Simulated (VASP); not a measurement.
# Os2Au (Fm-3m) in VASP: a series of runs

The runs below take Os2Au through single point, relaxation of cell and atoms, with PBE.

Everything below comes from runs of VASP 6.6.1. Logs are shortened: lines on timing, memory, paths and dates and some standing lists are left out, and cuts for length are marked.

## Step 1: The cell of the first run

It takes space group Fm-3m (No. 225, cubic). The conventional cell has a = 5.608 Å, b = 5.608 Å, c = 5.608 Å, α = 90.00°, β = 90.00°, γ = 90.00°. Os (site symmetry -43m) has 4 Au at 2.43 Å and 6 Os at 2.80 Å within 3.2 Å. Within 3.2 Å of Au (site symmetry m-3m) lie 8 Os at 2.43 Å.

## Step 2: Single point, PBE

INCAR

```
SYSTEM = Os2Au
PREC = Accurate
ENCUT = 520
EDIFF = 1E-6
ISMEAR = 0
SIGMA = 0.1
LREAL = .FALSE.
LASPH = .TRUE.
NELM = 80
ALGO = Fast
ISIF = 2
LWAVE = .FALSE.
LCHARG = .FALSE.
GGA = PE
NBANDS = 20
```

KPOINTS

```
regular mesh
0
G
  6 6 6
  0 0 0
```

POSCAR

```
Os2Au
1.0
    0.0000000000      2.8039842594      2.8039842594
    2.8039842594      0.0000000000      2.8039842594
    2.8039842594      2.8039842594      0.0000000000
Os Au
2 1
Direct
    0.2500000000      0.2500000000      0.2500000000
    0.7500000000      0.7500000000      0.7500000000
    0.0000000000      0.0000000000      0.0000000000
```

Potentials or basis: VASP PAW PBE potentials, release 64 (Os, Au).

On the command line:

```
> cat potpaw_PBE.64/Os/POTCAR potpaw_PBE.64/Au/POTCAR > POTCAR
> mpirun -np 1 vasp_std > vasp.out
```

OUTCAR:

```text
SYSTEM = Os2Au
   PREC = Accurate
   ENCUT = 520
   EDIFF = 1E-6
   ISMEAR = 0
   LREAL = .FALSE.
   LASPH = .TRUE.
   NELM = 80
   ISIF = 2
   GGA = PE

 ion  position               nearest neighbor table
   1  0.250  0.250  0.250-   3 2.43   3 2.43   3 2.43   3 2.43   2 2.80   2 2.80   2 2.80   2 2.80
                             2 2.80   2 2.80
   2  0.750  0.750  0.750-   3 2.43   3 2.43   3 2.43   3 2.43   1 2.80   1 2.80   1 2.80   1 2.80
                             1 2.80   1 2.80
   3  0.000  0.000  0.000-   2 2.43   2 2.43   2 2.43   1 2.43   2 2.43   1 2.43   1 2.43   1 2.43

  LATTYP: Found a face centered cubic cell.
 ALAT       =     5.6079685188

  Lattice vectors:

 A1 = (   0.0000000000,   2.8039842594,   2.8039842594)
 A2 = (   2.8039842594,   0.0000000000,   2.8039842594)
 A3 = (   2.8039842594,   2.8039842594,   0.0000000000)

Analysis of symmetry for initial positions (statically):
=====================================================================
 Subroutine PRICEL returns:
 Original cell was already a primitive cell.

 Routine SETGRP: Setting up the symmetry group for a
 face centered cubic supercell.

 Subroutine GETGRP returns: Found 48 space group operations
 (whereof 48 operations were pure point group operations)
 out of a pool of 48 trial point group operations.

The static configuration has the point symmetry O_h .

Analysis of symmetry for dynamics (positions and initial velocities):
=====================================================================
 Subroutine PRICEL returns:
 Original cell was already a primitive cell.

 Routine SETGRP: Setting up the symmetry group for a
 face centered cubic supercell.

 Subroutine GETGRP returns: Found 48 space group operations
 (whereof 48 operations were pure point group operations)
 out of a pool of 48 trial point group operations.

The dynamic configuration has the point symmetry O_h .

 Subroutine INISYM returns: Found 48 space group operations
 (whereof 48 operations are pure point group operations),
 and found     1 'primitive' translations

----------------------------------------------------------------------------------------

                                     Primitive cell

  volume of cell :      44.0917

  direct lattice vectors                    reciprocal lattice vectors
     0.000000000  2.803984259  2.803984259    -0.178317691  0.178317691  0.178317691
     2.803984259  0.000000000  2.803984259     0.178317691 -0.178317691  0.178317691
     2.803984259  2.803984259  0.000000000     0.178317691  0.178317691 -0.178317691

  length of vectors
     3.965432568  3.965432568  3.965432568     0.308855301  0.308855301  0.308855301

  position of ions in fractional coordinates (direct lattice)
     0.250000000  0.250000000  0.250000000
     0.750000000  0.750000000  0.750000000
     0.000000000  0.000000000  0.000000000

  ion indices of the primitive-cell ions
   primitive index   ion index
                 1           1
                 2           2
                 3           3

----------------------------------------------------------------------------------------

 KPOINTS: regular mesh

Automatic generation of k-mesh.
 Grid dimensions read from file:
 generate k-points for:    6    6    6

 Generating k-lattice:

  Cartesian coordinates                     Fractional coordinates (reciprocal lattice)
    -0.029719615  0.029719615  0.029719615     0.166666667  0.000000000  0.000000000
     0.029719615 -0.029719615  0.029719615     0.000000000  0.166666667  0.000000000
     0.029719615  0.029719615 -0.029719615     0.000000000  0.000000000  0.166666667

  Length of vectors
     0.051475884  0.051475884  0.051475884

  Shift w.r.t. Gamma in fractional coordinates (k-lattice)
     0.000000000  0.000000000  0.000000000

 Subroutine IBZKPT returns following result:
 ===========================================

 Found     16 irreducible k-points:

 Following reciprocal coordinates:
            Coordinates               Weight
  0.000000  0.000000  0.000000      1.000000
  0.166667  0.000000  0.000000      8.000000
  0.333333  0.000000  0.000000      8.000000
  0.500000  0.000000  0.000000      4.000000
  0.166667  0.166667  0.000000      6.000000
  0.333333  0.166667  0.000000     24.000000
[... 8 lines left out ...]
 -0.333333  0.333333  0.166667     24.000000
 -0.333333  0.500000  0.166667     12.000000
   k-points           NKPTS =     16   k-points in BZ     NKDIM =     16   number of bands    NBANDS=     20
   number of dos      NEDOS =    301   number of ions     NIONS =      3
   total plane-waves  NPLWV =  27000
   dimension x,y,z NGX =    30 NGY =   30 NGZ =   30
   dimension x,y,z NGXF=    60 NGYF=   60 NGZF=   60
   ions per type =               2   1
   NGX,Y,Z   is equivalent  to a cutoff of  12.58, 12.58, 12.58 a.u.
   NGXF,Y,Z  is equivalent  to a cutoff of  25.15, 25.15, 25.15 a.u.
 SYSTEM =  Os2Au
   PREC   = accura    normal or accurate (medium, high low for compatibility)
   ISTART =      0    job   : 0-new  1-cont  2-samecut
   ICHARG =      2    charge: 1-file 2-atom 10-const
   ISPIN  =      1    spin polarized calculation?
   LNONCOLLINEAR =      F non collinear calculations
   LSORBIT =      F    spin-orbit coupling
   LASPH  =      T    aspherical Exc in radial PAW
   ENCUT  =  520.0 eV  38.22 Ry    6.18 a.u.   7.37  7.37  7.37*2*pi/ulx,y,z
   NELM   =     80;   NELMIN=  2; NELMDL= -5     # of ELM steps
   EDIFF  = 0.1E-05   stopping-criterion for ELM
   LREAL  =      F    real-space projection
   EDIFFG = 0.1E-04   stopping-criterion for IOM
   NSW    =      0    number of steps for IOM
   IBRION =     -1    ionic relax: 0-MD 1-quasi-New 2-CG
   NFREE  =      0    steps in history (QN), initial steepest desc. (CG)
   ISIF   =      2    stress and relaxation
   ISYM   =      2    0-nonsym 1-usesym 2-fastsym
   POTIM  = 0.5000    time-step for ionic-motion
   TEBEG  =    0.0;   TEEND  =   0.0 temperature during run
   PSTRESS=    0.0 pullay stress
   NELECT =      27.0000    total number of electrons
   NUPDOWN=      -1.0000    fix difference up-down
   EMIN   =  10.00;   EMAX   =-10.00  energy-range for DOS
   EFERMI =   0.00;   METHOD = LEGACY
   ISMEAR =     0;   SIGMA  =   0.10  broadening in eV -4-tet -1-fermi 0-gaus
   EFERMI_NEDOS =   21; number of points for ismear=-14 and -15
   IALGO  =     68    algorithm
   IMIX   =      4    mixing-type and parameters
     AMIX     =   0.40;   BMIX     =  1.00
     AMIX_MAG =   1.60;   BMIX_MAG =  1.00
  volume/ion in A,a.u.               =      14.70        99.18
  Fermi-wavevector in a.u.,A,eV,Ry     =   1.390200  2.627096 26.295369  1.932655
  Thomas-Fermi vector in A             =   2.514158
   LORBIT       =      0    0 simple, 1 ext, 2 COOP (PROOUT), +10 PAW based schemes
   GGA     = PE    functional components
   LHFCALC =     F    Hartree Fock is set to
   AEXX    =    0.0000 exact exchange contribution
   IVDW    =     0    specifies the selected vdW correction
   LEPSILON=     F    determine dielectric tensor
   LRPA    =     F    only Hartree local field effects (RPA)
 non-spin polarized calculation
 RMM-DIIS sequential band-by-band and
 Gauss-broadening in eV      SIGMA  =   0.10
  energy-cutoff  :      520.00
  volume of cell :       44.09
 maximum number of plane-waves:      1243
 NGX is ok and might be reduce to    30
   NGX = 15   NGY = 15   NGZ = 15

 number of electron      27.0000002 magnetization

 Free energy of the ion-electron system (eV)
  ---------------------------------------------------
  ext. energy  EPLUGINS =         0.00000000
  ---------------------------------------------------
  free energy    TOTEN  =       -19.02178708 eV

  energy without entropy =      -18.99964775  energy(sigma->0) =      -19.01071741

 E-fermi :   9.7032     XC(G=0): -13.5097

 val. band max:        9.6586239889   @ k =  -0.1667   0.1667   0.0000
 cond. band min:       9.9462793356   @ k =   0.5000   0.3333   0.0000
 fundamental gap:      0.2876553467
 Fermi energy:         9.7032125328

 k-point     1 :       0.0000    0.0000    0.0000
  band No.  band energies     occupation
      1      -1.0993      2.00000
      2       1.4481      2.00000
      3       1.4481      2.00000
      4       2.6215      2.00000
      5       2.6215      2.00000
      6       2.6215      2.00000
[... 12 lines left out ...]
     19      20.2244      0.00000
     20      20.2296      0.00000

 k-point     2 :       0.1667    0.0000    0.0000
  band No.  band energies     occupation
      1      -0.5686      2.00000
      2       1.6632      2.00000
      3       1.6632      2.00000
      4       2.3126      2.00000
      5       2.4790      2.00000
      6       2.4790      2.00000
[... 12 lines left out ...]
     19      20.0930      0.00000
     20      20.0936      0.00000

 k-point     3 :       0.3333    0.0000    0.0000
  band No.  band energies     occupation
      1       0.7063      2.00000
      2       2.0728      2.00000
      3       2.1704      2.00000
      4       2.1704      2.00000
      5       2.2357      2.00000
      6       2.2357      2.00000
[... 12 lines left out ...]
     19      20.1194      0.00000
     20      20.1274      0.00000

 k-point     4 :       0.5000    0.0000    0.0000
  band No.  band energies     occupation
      1       1.3646      2.00000
      2       2.1261      2.00000
      3       2.1261      2.00000
      4       2.3907      2.00000
      5       2.4831      2.00000
      6       2.4831      2.00000
[... 12 lines left out ...]
     19      20.0981      0.00000
     20      20.0983      0.00000

 k-point     5 :       0.1667    0.1667    0.0000
  band No.  band energies     occupation
      1      -0.4017      2.00000
      2       1.6511      2.00000
      3       1.7851      2.00000
      4       2.2987      2.00000
      5       2.3891      2.00000
      6       2.3891      2.00000
[... 12 lines left out ...]
     19      18.1764      0.00000
     20      18.2295      0.00000

 k-point     6 :       0.3333    0.1667    0.0000
  band No.  band energies     occupation
      1       0.6072      2.00000
      2       1.8627      2.00000
      3       1.9309      2.00000
      4       2.2015      2.00000
      5       2.2526      2.00000
      6       2.2819      2.00000
[... 12 lines left out ...]
     19      17.3163      0.00000
     20      19.5188      0.00000

 k-point     7 :       0.5000    0.1667    0.0000
  band No.  band energies     occupation
      1       1.3770      2.00000
      2       1.7534      2.00000
      3       2.1012      2.00000
      4       2.1380      2.00000
      5       2.5599      2.00000
      6       2.6794      2.00000
[... 12 lines left out ...]
     19      17.6969      0.00000
     20      19.9383      0.00000
[... 93 lines left out ...]
 k-point    12 :      -0.3333    0.3333    0.0000
  band No.  band energies     occupation
      1       1.1384      2.00000
      2       1.7294      2.00000
      3       2.0528      2.00000
      4       2.0739      2.00000
      5       2.8492      2.00000
      6       2.9853      2.00000
[... 12 lines left out ...]
     19      16.0287      0.00000
     20      20.1939      0.00000

 k-point    13 :       0.5000    0.5000    0.0000
  band No.  band energies     occupation
      1       0.9559      2.00000
      2       1.3304      2.00000
      3       2.1294      2.00000
      4       2.1294      2.00000
      5       3.2956      2.00000
      6       3.5270      2.00000
[... 12 lines left out ...]
     19      13.6249      0.00000
     20      19.3974      0.00000

 k-point    14 :       0.5000    0.3333    0.1667
  band No.  band energies     occupation
      1       1.3011      2.00000
      2       1.5508      2.00000
      3       1.8534      2.00000
      4       2.1940      2.00000
      5       2.4595      2.00000
      6       2.7846      2.00000
[... 12 lines left out ...]
     19      15.8673      0.00000
     20      21.6230      0.00000

 k-point    15 :      -0.3333    0.3333    0.1667
  band No.  band energies     occupation
      1       1.3456      2.00000
      2       1.4244      2.00000
      3       2.1599      2.00000
      4       2.1612      2.00000
      5       2.5027      2.00000
      6       3.2210      2.00000
[... 12 lines left out ...]
     19      15.1078      0.00000
     20      21.6548      0.00000

 k-point    16 :      -0.3333    0.5000    0.1667
  band No.  band energies     occupation
      1       1.1023      2.00000
      2       1.5738      2.00000
      3       1.7522      2.00000
      4       2.1811      2.00000
      5       2.9297      2.00000
      6       3.6078      2.00000
[... 12 lines left out ...]
     19      13.7573      0.00000
     20      21.3071      0.00000

------------------------ aborting loop because EDIFF is reached ----------------------------------------

  FORCE on cell =-STRESS in cart. coord.  units (eV):
  Direction    XX          YY          ZZ          XY          YZ          ZX
  --------------------------------------------------------------------------------------
  -------------------------------------------------------------------------------------
  Total       20.8294113     20.8294113     20.8294113      0.0000000     -0.0000000      0.0000000
  in kB      756.8866916    756.8866916    756.8866916      0.0000000     -0.0000000      0.0000000
  external PRESSURE =     756.8866916 kB  Pullay stress =       0.0000000 kB

 VOLUME and BASIS-vectors are now :
 -----------------------------------------------------------------------------
  energy-cutoff  :      520.00
  volume of cell :       44.09
      direct lattice vectors                 reciprocal lattice vectors
     0.000000000  2.803984259  2.803984259    -0.178317691  0.178317691  0.178317691
     2.803984259  0.000000000  2.803984259     0.178317691 -0.178317691  0.178317691
     2.803984259  2.803984259  0.000000000     0.178317691  0.178317691 -0.178317691

 POSITION                                       TOTAL-FORCE (eV/Angst)
 -----------------------------------------------------------------------------------
      1.40199      1.40199      1.40199         0.000000     -0.000000      0.000000
      4.20598      4.20598      4.20598         0.000000      0.000000     -0.000000
      0.00000      0.00000      0.00000        -0.000000      0.000000     -0.000000
 -----------------------------------------------------------------------------------
    total drift:                                0.000000     -0.000000     -0.000000

  FREE ENERGIE OF THE ION-ELECTRON SYSTEM (eV)
  ---------------------------------------------------
  free  energy   TOTEN  =       -19.0217870805 eV

  energy  without entropy=      -18.9996477453  energy(sigma->0) =      -19.01071741
```

Wall time 19 s (1 thread of Intel Xeon Platinum 8259CL at 2.50GHz (Skylake/Cascade Lake), shared host); peak memory 0.16 GiB.

Results:

```
Free energy : -19.0218 eV
Pressure    : 75.7 GPa
```

Caveat: spin-orbit coupling is left out, which moves the levels of the heavy elements.

## Step 3: Single point, PBE

This run uses another cell than the first one, of 18.00 Å³/atom, 1.225 times its volume.

INCAR

```
  PREC = Accurate
  ENCUT = 520
  EDIFF = 1E-7
  ISMEAR = 0
  SIGMA = 0.1
  LREAL = False
  LASPH = True
  NELM = 80
  ALGO = Fast
  ISIF = 2
  LWAVE = False
  LCHARG = True
  GGA = PE
  LELF = True
  LVHAR = True
  NBANDS = 20
```

KPOINTS

```
Automatic mesh
0
Gamma
  6 6 6
```

POSCAR

```
Os2Au
1.0
    0.0000000000      2.9998516611      2.9998516611
    2.9998516611      0.0000000000      2.9998516611
    2.9998516611      2.9998516611      0.0000000000
Os Au
2 1
Direct
    0.2500000000      0.2500000000      0.2500000000
    0.7500000000      0.7500000000      0.7500000000
    0.0000000000      0.0000000000      0.0000000000
```

Potentials or basis: VASP PAW PBE potentials, release 64 (Os, Au).

On the command line:

```
> cat potpaw_PBE.64/Os/POTCAR potpaw_PBE.64/Au/POTCAR > POTCAR
> mpirun -np 1 vasp_std > vasp.out
```

Run time: 22 s. Hardware: 1 thread of Intel Xeon Platinum 8259CL at 2.50GHz (Skylake/Cascade Lake), shared host; peak memory 0.18 GiB.

It converged, with:

* Free energy: -20.9206 eV
* Pressure: -0.5 GPa

Levels at points of the mesh, in eV from the Fermi level:
| k point | band 12 | band 13 | band 14 | band 15 | band 16 | band 17 |
| --- | --- | --- | --- | --- | --- | --- |
| (0.00, 0.00, 0.00) | 1.05 | 1.05 | 1.05 | 1.98 | 1.98 | 6.87 |
| (0.50, 0.00, 0.00) | -1.13 | -0.61 | -0.61 | 0.46 | 0.46 | 1.37 |
| (0.50, 0.50, 0.00) | -0.19 | 0.52 | 0.88 | 0.88 | 1.61 | 1.61 |

Caveat: spin-orbit coupling is left out, which moves the levels of the heavy elements.

(Continued in part 2 of 2.)
